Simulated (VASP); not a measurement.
# Ca (Im-3m) in VASP: a series of runs

Runs on Ca. Level: PBEsol+D3(BJ). Tasks: single point.

Program: VASP 6.6.1. These are calculated values, not measurements. Logs are shortened: lines on timing, memory, paths and dates and some standing lists are left out, and cuts for length are marked.

## 1. The cell of the first run

It takes space group Im-3m (No. 229, cubic). Conventional cell: a = 4.210 Å, b = 4.210 Å, c = 4.210 Å, α = 90.00°, β = 90.00°, γ = 90.00°. Ca (site symmetry m-3m) has 14 Ca at 3.65 to 4.21 Å within 4.8 Å.

## 2. Single point, PBEsol+D3(BJ)

INCAR reads:

```
ALGO = Normal
EDIFF = 1E-6
ENCUT = 500
GGA = PS
GGA_COMPAT = F
ISIF = 2
ISMEAR = 0
IVDW = 12
LASPH = T
LCHARG = F
LREAL = F
LWAVE = F
NBANDS = 11
NELM = 120
PREC = Accurate
SIGMA = 0.05
```

KPOINTS reads:

```
k-points
0
Gamma
  7 7 7
```

POSCAR reads:

```
Ca
1.0
    2.1050496160      2.1050496160      2.1050496160
   -2.1050496160      2.1050496160      2.1050496160
   -2.1050496160     -2.1050496160      2.1050496160
Ca
1
Direct
    0.0000000000      0.0000000000      0.0000000000
```

Potentials or basis: VASP PAW PBE potentials, release 64 (Ca_sv).

Command:

```
$ cat potpaw_PBE.64/Ca_sv/POTCAR > POTCAR
$ mpirun -np 1 vasp_std > vasp.out
```

OUTCAR:

```text
EDIFF = 1E-6
   ENCUT = 500
   GGA = PS
   ISIF = 2
   ISMEAR = 0
   IVDW = 12
   LASPH = T
   LREAL = F
   NELM = 120
   PREC = Accurate
 IVDW          = 12

 ion  position               nearest neighbor table
   1  0.000  0.000  0.000-

  LATTYP: Found a body centered cubic cell.
 ALAT       =     4.2100992320

  Lattice vectors:

 A1 = (   2.1050496160,  -2.1050496160,  -2.1050496160)
 A2 = (   2.1050496160,   2.1050496160,   2.1050496160)
 A3 = (  -2.1050496160,  -2.1050496160,   2.1050496160)

Analysis of symmetry for initial positions (statically):
=====================================================================
 Subroutine PRICEL returns:
 Original cell was already a primitive cell.

 Routine SETGRP: Setting up the symmetry group for a
 body centered cubic supercell.

 Subroutine GETGRP returns: Found 48 space group operations
 (whereof 48 operations were pure point group operations)
 out of a pool of 48 trial point group operations.

The static configuration has the point symmetry O_h .

Analysis of symmetry for dynamics (positions and initial velocities):
=====================================================================
 Subroutine PRICEL returns:
 Original cell was already a primitive cell.

 Routine SETGRP: Setting up the symmetry group for a
 body centered cubic supercell.

 Subroutine GETGRP returns: Found 48 space group operations
 (whereof 48 operations were pure point group operations)
 out of a pool of 48 trial point group operations.

The dynamic configuration has the point symmetry O_h .

 Subroutine INISYM returns: Found 48 space group operations
 (whereof 48 operations are pure point group operations),
 and found     1 'primitive' translations

----------------------------------------------------------------------------------------

                                     Primitive cell

  volume of cell :      37.3119

  direct lattice vectors                    reciprocal lattice vectors
     2.105049616  2.105049616  2.105049616     0.237524093  0.000000000  0.237524093
    -2.105049616  2.105049616  2.105049616    -0.237524093  0.237524093  0.000000000
    -2.105049616 -2.105049616  2.105049616     0.000000000 -0.237524093  0.237524093

  length of vectors
     3.646052887  3.646052887  3.646052887     0.335909793  0.335909793  0.335909793

  position of ions in fractional coordinates (direct lattice)
     0.000000000  0.000000000  0.000000000

  ion indices of the primitive-cell ions
   primitive index   ion index
                 1           1

----------------------------------------------------------------------------------------

 KPOINTS: k-points

Automatic generation of k-mesh.
 Grid dimensions read from file:
 generate k-points for:    7    7    7

 Generating k-lattice:

  Cartesian coordinates                     Fractional coordinates (reciprocal lattice)
     0.033932013  0.000000000  0.033932013     0.142857143  0.000000000  0.000000000
    -0.033932013  0.033932013  0.000000000     0.000000000  0.142857143  0.000000000
     0.000000000 -0.033932013  0.033932013     0.000000000  0.000000000  0.142857143

  Length of vectors
     0.047987113  0.047987113  0.047987113

  Shift w.r.t. Gamma in fractional coordinates (k-lattice)
     0.000000000  0.000000000  0.000000000

 Subroutine IBZKPT returns following result:
 ===========================================

 Found     20 irreducible k-points:

 Following reciprocal coordinates:
            Coordinates               Weight
  0.000000  0.000000  0.000000      1.000000
  0.142857  0.000000  0.000000     12.000000
  0.285714  0.000000  0.000000     12.000000
  0.428571  0.000000  0.000000     12.000000
  0.285714  0.142857  0.000000     24.000000
  0.428571  0.142857  0.000000     48.000000
[... 12 lines left out ...]
 -0.428571  0.428571  0.285714      8.000000
  0.428571  0.428571  0.428571      6.000000
   k-points           NKPTS =     20   k-points in BZ     NKDIM =     20   number of bands    NBANDS=     11
   number of dos      NEDOS =    301   number of ions     NIONS =      1
   total plane-waves  NPLWV =  21952
   dimension x,y,z NGX =    28 NGY =   28 NGZ =   28
   dimension x,y,z NGXF=    56 NGYF=   56 NGZF=   56
   ions per type =               1
   NGX,Y,Z   is equivalent  to a cutoff of  12.77, 12.77, 12.77 a.u.
   NGXF,Y,Z  is equivalent  to a cutoff of  25.53, 25.53, 25.53 a.u.
 SYSTEM =  unknown system
   PREC   = accura    normal or accurate (medium, high low for compatibility)
   ISTART =      0    job   : 0-new  1-cont  2-samecut
   ICHARG =      2    charge: 1-file 2-atom 10-const
   ISPIN  =      1    spin polarized calculation?
   LNONCOLLINEAR =      F non collinear calculations
   LSORBIT =      F    spin-orbit coupling
   LASPH  =      T    aspherical Exc in radial PAW
   ENCUT  =  500.0 eV  36.75 Ry    6.06 a.u.   6.65  6.65  6.65*2*pi/ulx,y,z
   NELM   =    120;   NELMIN=  2; NELMDL= -5     # of ELM steps
   EDIFF  = 0.1E-05   stopping-criterion for ELM
   LREAL  =      F    real-space projection
   EDIFFG = 0.1E-04   stopping-criterion for IOM
   NSW    =      0    number of steps for IOM
   IBRION =     -1    ionic relax: 0-MD 1-quasi-New 2-CG
   NFREE  =      0    steps in history (QN), initial steepest desc. (CG)
   ISIF   =      2    stress and relaxation
   ISYM   =      2    0-nonsym 1-usesym 2-fastsym
   POTIM  = 0.5000    time-step for ionic-motion
   TEBEG  =    0.0;   TEEND  =   0.0 temperature during run
   PSTRESS=    0.0 pullay stress
   NELECT =      10.0000    total number of electrons
   NUPDOWN=      -1.0000    fix difference up-down
   EMIN   =  10.00;   EMAX   =-10.00  energy-range for DOS
   EFERMI =   0.00;   METHOD = LEGACY
   ISMEAR =     0;   SIGMA  =   0.05  broadening in eV -4-tet -1-fermi 0-gaus
   EFERMI_NEDOS =   21; number of points for ismear=-14 and -15
   IALGO  =     38    algorithm
   IMIX   =      4    mixing-type and parameters
     AMIX     =   0.40;   BMIX     =  1.00
     AMIX_MAG =   1.60;   BMIX_MAG =  1.00
  volume/ion in A,a.u.               =      37.31       251.79
  Fermi-wavevector in a.u.,A,eV,Ry     =   1.055502  1.994610 15.158047  1.114085
  Thomas-Fermi vector in A             =   2.190703
   LORBIT       =      0    0 simple, 1 ext, 2 COOP (PROOUT), +10 PAW based schemes
   GGA     = PS    functional components
   LHFCALC =     F    Hartree Fock is set to
   AEXX    =    0.0000 exact exchange contribution
   IVDW    =    12    specifies the selected vdW correction
   LEPSILON=     F    determine dielectric tensor
   LRPA    =     F    only Hartree local field effects (RPA)
 non-spin polarized calculation
 Gauss-broadening in eV      SIGMA  =   0.05
  energy-cutoff  :      500.00
  volume of cell :       37.31
 maximum number of plane-waves:       959
   NGX = 13   NGY = 13   NGZ = 13

 number of electron      10.0000000 magnetization

 number of electron       9.9999999 magnetization

 Free energy of the ion-electron system (eV)
  ---------------------------------------------------
  ext. energy  EPLUGINS =         0.00000000
  ---------------------------------------------------
  free energy    TOTEN  =        -2.10300329 eV

  energy without entropy =       -2.09951829  energy(sigma->0) =       -2.10126079

 E-fermi :   2.4645     XC(G=0):  -8.2060

 val. band max:        2.3421560627   @ k =  -0.4286   0.2857   0.1429
 cond. band min:       2.4669226555   @ k =  -0.4286   0.4286   0.2857
 fundamental gap:      0.1247665929
 Fermi energy:         2.4645185150

 k-point     1 :       0.0000    0.0000    0.0000
  band No.  band energies     occupation
      1     -39.1229      2.00000
      2     -20.0930      2.00000
      3     -20.0930      2.00000
      4     -20.0930      2.00000
      5      -1.8494      2.00000
      6       4.9136      0.00000
      7       4.9136      0.00000
      8       4.9136      0.00000
      9       6.1244      0.00000
     10       6.1244      0.00000
     11      13.2973      0.00000

 k-point     2 :       0.1429    0.0000    0.0000
  band No.  band energies     occupation
      1     -39.1178      2.00000
      2     -20.1361      2.00000
      3     -20.1069      2.00000
      4     -20.0931      2.00000
      5      -1.4436      2.00000
      6       4.6652      0.00000
      7       4.6943      0.00000
      8       5.2349      0.00000
      9       5.9040      0.00000
     10       6.1362      0.00000
     11      12.8495      0.00000

 k-point     3 :       0.2857    0.0000    0.0000
  band No.  band energies     occupation
      1     -39.1064      2.00000
      2     -20.2309      2.00000
      3     -20.1378      2.00000
      4     -20.0933      2.00000
      5      -0.3337      2.00000
      6       3.8290      0.00000
      7       4.1838      0.00000
      8       5.9595      0.00000
      9       6.1136      0.00000
     10       6.2380      0.00000
     11      10.6329      0.00000

 k-point     4 :       0.4286    0.0000    0.0000
  band No.  band energies     occupation
      1     -39.0972      2.00000
      2     -20.3053      2.00000
      3     -20.1624      2.00000
      4     -20.0935      2.00000
      5       1.0767      2.00000
      6       2.8452      0.00000
      7       3.8526      0.00000
      8       6.0536      0.00000
      9       6.4206      0.00000
     10       7.1466      0.00000
     11       8.8533      0.00000

 k-point     5 :       0.2857    0.1429    0.0000
  band No.  band energies     occupation
      1     -39.1096      2.00000
      2     -20.2009      2.00000
      3     -20.1235      2.00000
      4     -20.1031      2.00000
      5      -0.6808      2.00000
      6       4.1471      0.00000
      7       4.2906      0.00000
      8       5.7498      0.00000
      9       5.8507      0.00000
     10       6.3068      0.00000
     11      11.7081      0.00000
[... 155 lines left out ...]
 k-point    17 :       0.2857    0.2857    0.2857
  band No.  band energies     occupation
      1     -39.0925      2.00000
      2     -20.2254      2.00000
      3     -20.1870      2.00000
      4     -20.1870      2.00000
      5       0.9218      2.00000
      6       3.5021      0.00000
      7       4.8974      0.00000
      8       4.8974      0.00000
      9       6.1452      0.00000
     10       6.2078      0.00000
     11      11.0333      0.00000

 k-point    18 :       0.4286    0.2857    0.2857
  band No.  band energies     occupation
      1     -39.0848      2.00000
      2     -20.2682      2.00000
      3     -20.2140      2.00000
      4     -20.1915      2.00000
      5       1.9838      2.00000
      6       2.7760      0.00000
      7       4.9688      0.00000
      8       4.9817      0.00000
      9       6.4765      0.00000
     10       6.9494      0.00000
     11       8.8338      0.00000

 k-point    19 :      -0.4286    0.4286    0.2857
  band No.  band energies     occupation
      1     -39.0812      2.00000
      2     -20.2541      2.00000
      3     -20.2541      2.00000
      4     -20.1980      2.00000
      5       2.4669      0.94579
      6       2.4669      0.94579
      7       4.5911      0.00000
      8       6.1823      0.00000
      9       6.1823      0.00000
     10       8.0491      0.00000
     11       8.0496      0.00000

 k-point    20 :       0.4286    0.4286    0.4286
  band No.  band energies     occupation
      1     -39.0779      2.00000
      2     -20.2498      2.00000
      3     -20.2423      2.00000
      4     -20.2423      2.00000
      5       2.2822      2.00000
      6       2.4777      0.70928
      7       6.0275      0.00000
      8       6.0275      0.00000
      9       6.4140      0.00000
     10       6.9570      0.00000
     11       8.1760      0.00000

------------------------ aborting loop because EDIFF is reached ----------------------------------------

 Edisp (eV)   -0.27139

 E8    (eV) :    -0.1963

  FORCE on cell =-STRESS in cart. coord.  units (eV):
  Direction    XX          YY          ZZ          XY          YZ          ZX
  --------------------------------------------------------------------------------------
  -------------------------------------------------------------------------------------
  Total       0.03519     0.03519     0.03519     0.00000     0.00000    -0.00000
  in kB       1.51087     1.51087     1.51087     0.00000     0.00000    -0.00000
  external pressure =        1.51 kB  Pullay stress =        0.00 kB

 VOLUME and BASIS-vectors are now :
 -----------------------------------------------------------------------------
  energy-cutoff  :      500.00
  volume of cell :       37.31
      direct lattice vectors                 reciprocal lattice vectors
     2.105049616  2.105049616  2.105049616     0.237524093  0.000000000  0.237524093
    -2.105049616  2.105049616  2.105049616    -0.237524093  0.237524093  0.000000000
    -2.105049616 -2.105049616  2.105049616     0.000000000 -0.237524093  0.237524093

 POSITION                                       TOTAL-FORCE (eV/Angst)
 -----------------------------------------------------------------------------------
      0.00000      0.00000      0.00000         0.000000      0.000000      0.000000
 -----------------------------------------------------------------------------------
    total drift:                                0.000000     -0.000000     -0.000000

  FREE ENERGIE OF THE ION-ELECTRON SYSTEM (eV)
  ---------------------------------------------------
  free  energy   TOTEN  =        -2.3743969995 eV

  energy  without entropy=       -2.3709119981  energy(sigma->0) =       -2.37265450
```

Run time: 6.6 s. Hardware: 1 thread of Intel Xeon Platinum 8488C (Sapphire Rapids), shared host; peak memory 0.16 GiB.

What came out:

```
Free energy                : -2.3744 eV
Pressure                   : 0.2 GPa
Band gap on the k mesh     : zero (band 5 reaches 2.72 eV, above the bottom of band 6 at 2.47 eV)
Dispersion energy per atom : -0.271 eV
```

Levels at points of the mesh, in eV from the Fermi level:
```
           k point  band 1  band 2  band 3  band 4  band 5  band 6  band 7  band 8  band 9  band 10
(0.00, 0.00, 0.00)  -41.59  -22.56  -22.56  -22.56   -4.31    2.45    2.45    2.45    3.66     3.66
```

Caveat: three body term missing; the PAW data sets were made with another functional, which shifts forces and pressure a little; pairwise dispersion overbinds metals, which lowers pressure and volume.

## 3. Single point, PBEsol+D3(BJ)

This run uses another cell than the first one, of 37.88 Å³/atom, 1.015 times its volume.

INCAR reads:

```
SYSTEM = Ca
ALGO = Normal ; EDIFF = 1E-6
ENCUT = 500 ; GGA = PS
GGA_COMPAT = .FALSE. ; ISIF = 2
ISMEAR = 0 ; IVDW = 12
LASPH = .TRUE. ; LCHARG = .FALSE.
LREAL = .FALSE. ; LWAVE = .FALSE.
NBANDS = 11 ; NELM = 120
PREC = Accurate ; SIGMA = 0.05
```

KPOINTS reads:

```
k-points
0
G
  7 7 7
  0 0 0
```

POSCAR reads:

```
Ca
1.0
    2.1156813600      2.1156813600      2.1156813600
   -2.1156813600      2.1156813600      2.1156813600
   -2.1156813600     -2.1156813600      2.1156813600
Ca
1
Direct
    0.0000000000      0.0000000000      0.0000000000
```

Potentials or basis: VASP PAW PBE potentials, release 64 (Ca_sv).

Command:

```
$ cat potpaw_PBE.64/Ca_sv/POTCAR > POTCAR
$ mpirun -np 1 vasp_std > vasp.out
```

It took 7.5 s on 1 thread of Intel Xeon Platinum 8488C (Sapphire Rapids), shared host; peak memory 0.16 GiB.

The run converged. Its results:

| Item | Value |
| --- | --- |
| Free energy | -2.3746 eV |
| Pressure | -0.1 GPa |
| Band gap on the k mesh | zero (band 5 reaches 2.65 eV, above the bottom of band 6 at 2.41 eV) |
| Dispersion energy per atom | -0.267 eV |

Levels at points of the mesh, in eV from the Fermi level:
```csv
k point,band 1,band 2,band 3,band 4,band 5,band 6,band 7,band 8,band 9,band 10
"(0.00, 0.00, 0.00)",-41.63,-22.60,-22.60,-22.60,-4.29,2.42,2.42,2.42,3.62,3.62
```

Caveat: three body term missing; the PAW data sets were made with another functional, which shifts forces and pressure a little; pairwise dispersion overbinds metals, which lowers pressure and volume.

## 4. Single point, PBEsol+D3(BJ)

This run uses another cell than the first one, of 37.88 Å³/atom, 1.015 times its volume.

INCAR reads:

```
PREC     = Accurate       # precision mode
ENCUT    = 500            # plane-wave cutoff, eV
EDIFF    = 1E-6           # SCF threshold, eV
ISMEAR   = 0              # smearing method
SIGMA    = 0.05           # smearing width, eV
LREAL    = False          # projectors in reciprocal space
LASPH    = True           # aspherical terms in the spheres
NELM     = 120            # most SCF steps
ALGO     = Normal         # electronic algorithm
ISIF     = 2              # what is computed and relaxed
LWAVE    = False          # write WAVECAR
LCHARG   = False          # write CHGCAR
GGA      = PS             # functional
IVDW     = 12             # dispersion correction
NBANDS   = 11             # bands
GGA_COMPAT= False
```

KPOINTS reads:

```
regular mesh
0
Gamma
  7 7 7
```

POSCAR is that of step 3.

Command:

```
$ cat potpaw_PBE.64/Ca_sv/POTCAR > POTCAR
$ mpirun -np 1 vasp_std > vasp.out
```

Wall time 7 s (1 thread of Intel Xeon Platinum 8488C (Sapphire Rapids), shared host); peak memory 0.16 GiB.

The run converged. Its results:

| Item | Value |
| --- | --- |
| Free energy | -2.3746 eV |
| Pressure | -0.1 GPa |
| Band gap on the k mesh | zero (band 5 reaches 2.65 eV, above the bottom of band 6 at 2.41 eV) |
| Dispersion energy per atom | -0.267 eV |

Levels at points of the mesh, in eV from the Fermi level:
| k point | band 2 | band 3 | band 4 | band 5 | band 6 | band 7 | band 8 | band 9 |
| --- | --- | --- | --- | --- | --- | --- | --- | --- |
| (0.00, 0.00, 0.00) | -22.60 | -22.60 | -22.60 | -4.29 | 2.42 | 2.42 | 2.42 | 3.62 |

Caveat: three body term missing; the PAW data sets were made with another functional, which shifts forces and pressure a little; pairwise dispersion overbinds metals, which lowers pressure and volume.

## 5. Single point, PBEsol+D3(BJ)

This run uses another cell than the first one, of 38.45 Å³/atom, 1.030 times its volume.

INCAR reads:

```
PREC = Accurate ; ENCUT = 500
EDIFF = 1E-6 ; ISMEAR = 0
SIGMA = 0.05 ; LREAL = False
LASPH = True ; NELM = 120
ALGO = Normal ; ISIF = 2
LWAVE = False ; LCHARG = True
GGA = PS ; IVDW = 12
LELF = True ; LVHAR = True
NBANDS = 11 ; GGA_COMPAT = False
```

KPOINTS reads:

```
Automatic mesh
0
Gamma
  7 7 7
```

POSCAR reads:

```
Ca
1.0
    2.1262073112      2.1262073112      2.1262073112
   -2.1262073112      2.1262073112      2.1262073112
   -2.1262073112     -2.1262073112      2.1262073112
Ca
1
Direct
    0.0000000000      0.0000000000      0.0000000000
```

Command:

```
$ cat potpaw_PBE.64/Ca_sv/POTCAR > POTCAR
$ mpirun -np 1 vasp_std > vasp.out
```

Wall time 6.8 s (1 thread of Intel Xeon Platinum 8488C (Sapphire Rapids), shared host); peak memory 0.16 GiB.

The run converged. Its results:

```yaml
Free_energy: -2.3741 eV
Pressure: -0.3 GPa
Band_gap_on_the_k_mesh: zero (band 5 reaches 2.58 eV, above the bottom of band 6 at 2.35 eV)
Dispersion_energy_per_atom: -0.263 eV
```

Levels at points of the mesh, in eV from the Fermi level:
```csv
k point,band 1,band 2,band 3,band 4,band 5,band 6,band 7,band 8,band 9,band 10
"(0.00, 0.00, 0.00)",-41.67,-22.65,-22.65,-22.65,-4.27,2.40,2.40,2.40,3.57,3.57
```

Caveat: three body term missing; the PAW data sets were made with another functional, which shifts forces and pressure a little; pairwise dispersion overbinds metals, which lowers pressure and volume.

## 6. Summary

```tsv
cell	gap on the mesh (eV)	pressure (GPa)
a = 3.646 Å, angles 70.5, 109.5, 70.5°, 1 atom	none	0.2
a = 3.664 Å, angles 70.5, 109.5, 70.5°, 1 atom	none	-0.1
a = 3.683 Å, angles 70.5, 109.5, 70.5°, 1 atom	none	-0.3
```

Alike in all rows: task single point; level PBEsol+D3(BJ); potentials or basis VASP PAW PBE potentials, release 64 (Ca_sv); no spin polarisation; k mesh 7 × 7 × 7; cutoff (eV) 500; smearing gaussian 0.05 eV.

Caveats: three body term missing; the PAW data sets were made with another functional, which shifts forces and pressure a little; pairwise dispersion overbinds metals, which lowers pressure and volume.

Total energies depend on the potentials used, so only differences within one code and one set of settings carry meaning.
